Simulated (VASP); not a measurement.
Crystal: KF.

```xyz
2
Lattice="3.1789 0.0000 0.0000 0.0000 3.1789 0.0000 0.0000 0.0000 3.1789" Properties=species:S:1:pos:R:3 pbc="T T T"
K     0.0000    0.0000    0.0000
F     1.5894    1.5894    1.5894
```

Base run:

| Property | Result |
| --- | --- |
| Program | VASP 6.6.1 |
| Functional | PBE |
| Potentials or basis | VASP PAW PBE potentials, release 64 (K_sv, F) |
| Cutoff | 520 eV |
| k mesh | 6 × 6 × 6 |
| Occupations | gaussian, width 0.01 eV |
| Spin | no spin polarisation |

Its results: band gap on the k mesh 6.80 eV, indirect (least direct gap 6.83 eV); electronic dielectric tensor (diagonal) 2.19.

Q: The run is repeated on the same cell with these changes: functional from PBE to r2SCAN. What comes out?

A: Band gap on the k mesh 7.73 eV, indirect (least direct gap 7.76 eV); electronic dielectric tensor (diagonal) 2.10.

r2SCAN gives the wider gap, since meta-GGAs in the generalised Kohn-Sham scheme recover part of the derivative discontinuity.

A k mesh can miss the band edges.
